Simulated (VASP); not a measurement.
# Rb2IrF6 (P-3m1) in VASP: single point with LDA+U

Aim: the single point of Rb2IrF6 with LDA+U.

Everything below comes from runs of VASP 6.6.1. Logs are shortened: lines on timing, memory, paths and dates and some standing lists are left out, and cuts for length are marked.

## Step 1: The cell of the first run

Symmetry: P-3m1, No. 164, trigonal system. The conventional cell has a = 5.972 Å, b = 5.972 Å, c = 4.794 Å, α = 90.00°, β = 90.00°, γ = 120.00°. Rb (site symmetry 3m) has 12 F at 2.95 to 3.08 Å and 3 Ir at 3.73 Å and 3 Rb at 3.96 Å within 4.0 Å. Ir (site symmetry -3m) has 6 F at 1.93 Å within 2.6 Å. F (site symmetry m) has 1 Ir at 1.93 Å and 8 F at 2.66 to 3.17 Å and 4 Rb at 2.95 to 3.08 Å within 3.2 Å.

## Step 2: Single point, LDA+U, collinear spin

INCAR reads:

```
  PREC = Accurate
  ENCUT = 520
  EDIFF = 1E-6
  ISMEAR = 0
  SIGMA = 0.05
  LREAL = False
  LASPH = True
  NELM = 150
  ALGO = Normal
  ISIF = 2
  LWAVE = False
  LCHARG = False
  ISPIN = 2
  MAGMOM = 0 0 5 0 0 0 0 0 0
  LORBIT = 11
  LMAXMIX = 4
  LDAU = True
  LDAUTYPE = 2
  LDAUL = -1 2 -1
  LDAUU = 0 4 0
  LDAUJ = 0 0 0
  LDAUPRINT = 1
  NBANDS = 48
```

KPOINTS reads:

```
Automatic mesh
0
Gamma
  4 4 4
```

POSCAR reads:

```
Rb2IrF6
1.0
    5.9717999600      0.0000000000      0.0000000000
   -2.9858999800      5.1717304700      0.0000000000
    0.0000000000      0.0000000000      4.7939001400
Rb Ir F
2 1 6
Direct
    0.6666666667      0.3333333333      0.2033800000
    0.3333333333      0.6666666667      0.7966200000
    0.0000000000      0.0000000000      0.5000000000
    0.1565000000      0.3130000000      0.2798000000
    0.6870000000      0.8435000000      0.2798000000
    0.1565000000      0.8435000000      0.2798000000
    0.3130000000      0.1565000000      0.7202000000
    0.8435000000      0.6870000000      0.7202000000
    0.8435000000      0.1565000000      0.7202000000
```

Potentials or basis: VASP PAW LDA potentials, release 64 (Rb_sv, Ir, F).

Run with:

```console
$ cat potpaw_LDA.64/Rb_sv/POTCAR potpaw_LDA.64/Ir/POTCAR potpaw_LDA.64/F/POTCAR > POTCAR
$ mpirun -np 1 vasp_std > vasp.out
```

OUTCAR:

```text
PREC = Accurate
   ENCUT = 520
   EDIFF = 1E-6
   ISMEAR = 0
   LREAL = False
   LASPH = True
   NELM = 150
   ISIF = 2
   ISPIN = 2
   LORBIT = 11

 ion  position               nearest neighbor table
   1  0.667  0.333  0.203-   9 2.95   8 2.95   7 2.95   5 3.01   6 3.01   6 3.01   5 3.01   4 3.01
                             4 3.01   9 3.08   8 3.08   7 3.08   3 3.73   3 3.73   3 3.73   2 3.96
   2  0.333  0.667  0.797-   6 2.95   4 2.95   5 2.95   7 3.01   9 3.01   9 3.01   7 3.01   8 3.01
                             8 3.01   6 3.08   4 3.08   5 3.08   3 3.73   3 3.73   3 3.73   1 3.96
   3  0.000  0.000  0.500-   4 1.93   8 1.93   6 1.93   7 1.93   5 1.93   9 1.93   2 3.73   1 3.73
                             2 3.73   1 3.73   1 3.73   2 3.73
   4  0.157  0.313  0.280-   3 1.93   2 2.95   1 3.01   1 3.01   2 3.08
   5  0.687  0.843  0.280-   3 1.93   2 2.95   1 3.01   1 3.01   2 3.08
   6  0.157  0.843  0.280-   3 1.93   2 2.95   1 3.01   1 3.01   2 3.08
   7  0.313  0.157  0.720-   3 1.93   1 2.95   2 3.01   2 3.01   1 3.08
   8  0.843  0.687  0.720-   3 1.93   1 2.95   2 3.01   2 3.01   1 3.08
   9  0.843  0.157  0.720-   3 1.93   1 2.95   2 3.01   2 3.01   1 3.08

  LATTYP: Found a hexagonal cell.
 ALAT       =     5.9717999600
 C/A-ratio  =     0.8027563167

  Lattice vectors:

 A1 = (   5.9717999600,   0.0000000000,   0.0000000000)
 A2 = (  -2.9858999800,   5.1717304700,   0.0000000000)
 A3 = (   0.0000000000,   0.0000000000,   4.7939001400)

Analysis of symmetry for initial positions (statically):
=====================================================================
 Subroutine PRICEL returns:
 Original cell was already a primitive cell.

 Routine SETGRP: Setting up the symmetry group for a
 hexagonal supercell.

 Subroutine GETGRP returns: Found 12 space group operations
 (whereof 12 operations were pure point group operations)
 out of a pool of 24 trial point group operations.

The static configuration has the point symmetry D_3d.

Analysis of symmetry for dynamics (positions and initial velocities):
=====================================================================
 Subroutine PRICEL returns:
 Original cell was already a primitive cell.

 Routine SETGRP: Setting up the symmetry group for a
 hexagonal supercell.

 Subroutine GETGRP returns: Found 12 space group operations
 (whereof 12 operations were pure point group operations)
 out of a pool of 24 trial point group operations.

The dynamic configuration has the point symmetry D_3d.

Analysis of structural, dynamic, and magnetic symmetry:
[... 197 lines left out ...]
  energy without entropy =      -42.88028147  energy(sigma->0) =      -42.88713570

 E-fermi :  -0.1816     XC(G=0):  -9.7898

 val. band max:       -0.1823294452   @ k =   0.0000   0.0000   0.0000
 cond. band min:      -0.1604848728   @ k =   0.2500  -0.0000   0.2500
 fundamental gap:      0.0218445724
 Fermi energy:        -0.1816134550

 spin component 1

 k-point     1 :       0.0000    0.0000    0.0000
  band No.  band energies     occupation
      1     -24.8313      1.00000
      2     -24.7074      1.00000
      3     -22.8498      1.00000
      4     -22.4504      1.00000
      5     -22.4504      1.00000
      6     -22.2761      1.00000
[... 626 lines left out ...]
     45       9.2687      0.00000
     46      10.1918      0.00000
 Fermi energy:        -0.1816134550

 spin component 2

 k-point     1 :       0.0000    0.0000    0.0000
  band No.  band energies     occupation
      1     -24.8278      1.00000
      2     -24.7068      1.00000
      3     -22.7658      1.00000
      4     -22.3567      1.00000
      5     -22.3567      1.00000
      6     -22.1900      1.00000
[... 626 lines left out ...]
     45       9.3204      0.00000
     46      10.1988      0.00000
 [bands above 46 left out]

------------------------ aborting loop because EDIFF is reached ----------------------------------------

  FORCE on cell =-STRESS in cart. coord.  units (eV):
  Direction    XX          YY          ZZ          XY          YZ          ZX
  --------------------------------------------------------------------------------------
  -------------------------------------------------------------------------------------
  Total       -2.5271209     -2.5271209     -2.5483946      0.0000000      0.0000000     -0.0000000
  in kB      -27.3467983    -27.3467982    -27.5770081      0.0000000      0.0000000     -0.0000000
  external PRESSURE =     -27.4235349 kB  Pullay stress =       0.0000000 kB

 VOLUME and BASIS-vectors are now :
 -----------------------------------------------------------------------------
  energy-cutoff  :      520.00
  volume of cell :      148.06
      direct lattice vectors                 reciprocal lattice vectors
     5.971799960  0.000000000  0.000000000     0.167453700  0.096679439  0.000000000
    -2.985899980  5.171730470  0.000000000     0.000000000  0.193358878  0.000000000
     0.000000000  0.000000000  4.793900140     0.000000000  0.000000000  0.208598421

 POSITION                                       TOTAL-FORCE (eV/Angst)
 -----------------------------------------------------------------------------------
      2.98590      1.72391      0.97498        -0.000000     -0.000000      0.036956
     -0.00000      3.44782      3.81892        -0.000000     -0.000000     -0.036956
      0.00000      0.00000      2.39695         0.000000     -0.000000      0.000000
      0.00000      1.61875      1.34133        -0.000000      0.133212     -0.045553
      1.58402      4.36235      1.34133        -0.115365     -0.066606     -0.045553
     -1.58402      4.36235      1.34133         0.115365     -0.066606     -0.045553
      1.40188      0.80938      3.45257         0.115365      0.066606      0.045553
      2.98590      3.55298      3.45257         0.000000     -0.133212      0.045553
      4.56992      0.80938      3.45257        -0.115365      0.066606      0.045553
 -----------------------------------------------------------------------------------
    total drift:                               -0.000000     -0.000000     -0.000000

  FREE ENERGIE OF THE ION-ELECTRON SYSTEM (eV)
  ---------------------------------------------------
  free  energy   TOTEN  =       -42.8939899364 eV

  energy  without entropy=      -42.8802814651  energy(sigma->0) =      -42.88713570

 total charge

# of ion       s       p       d       tot
------------------------------------------
    1        1.934   5.341   0.017   7.291
    2        1.934   5.341   0.017   7.291
    3        0.581   0.818   7.049   8.449
    4        1.730   4.311   0.000   6.040
    5        1.730   4.311   0.000   6.040
    6        1.730   4.311   0.000   6.040
    7        1.730   4.311   0.000   6.040
    8        1.730   4.311   0.000   6.040
    9        1.730   4.311   0.000   6.040
--------------------------------------------------
tot         14.827  37.364   7.083  59.273

 magnetization (x)

# of ion       s       p       d       tot
------------------------------------------
    1        0.000   0.001  -0.000   0.001
    2        0.000   0.001  -0.000   0.001
    3        0.003   0.003   0.738   0.744
    4        0.000   0.047   0.000   0.048
    5        0.000   0.047   0.000   0.048
    6        0.000   0.047   0.000   0.048
    7        0.000   0.047   0.000   0.048
    8        0.000   0.047   0.000   0.048
    9        0.000   0.047   0.000   0.048
--------------------------------------------------
tot          0.005   0.289   0.738   1.032
```

stdout:

```text
POSCAR found type information on POSCAR RbIrF
 POSCAR found :  3 types and       9 ions
 scaLAPACK will be used
 LDA part: xc-table for (Slater(with rela. corr.)+CA(PZ))
 , standard interpolation
 POSCAR, INCAR and KPOINTS ok, starting setup
 FFT: planning ... GRIDC
 FFT: planning ... GRID_SOFT
 FFT: planning ... GRID
 WAVECAR not read
 entering main loop
```

Wall time 12 min (1 thread of AMD EPYC 7R43 (Zen 3), shared host); peak memory 0.27 GiB.

Results:

| Property | Result |
| --- | --- |
| Free energy | -42.8940 eV |
| Pressure | -2.7 GPa |
| Largest force | 0.141 eV/Å |
| Band gap on the k mesh | zero (filled and empty bands overlap) |
| Net moment | 1.00 μB per cell |
| Site moments | Rb +0.00; Ir +0.74; F +0.05 μB |
| Valence electrons inside the program's atomic spheres | Rb 7.29; Ir 8.45; F 6.04 |

Forces in eV/Å, atoms in the order of the input:
```
Rb   0.000  0.000  0.037
Rb   0.000  0.000 -0.037
Ir   0.000  0.000  0.000
F    0.000  0.133 -0.046
F   -0.115 -0.067 -0.046
F    0.115 -0.067 -0.046
F    0.115  0.067  0.046
F    0.000 -0.133  0.046
F   -0.115  0.067  0.046
```

Eigenvalues of the final occupation matrices:
| site | spin | trace | eigenvalues |
| --- | --- | --- | --- |
| site 3 d | 1 | 3.93 | 0.45 0.45 1.01 1.01 1.01 |
| site 3 d | 2 | 3.19 | 0.44 0.44 0.65 0.65 1.00 |

Caveat: spin-orbit coupling is left out, which moves the levels of the heavy elements.

The gap in the log of VASP goes by the Fermi energy; the results here count the filled bands.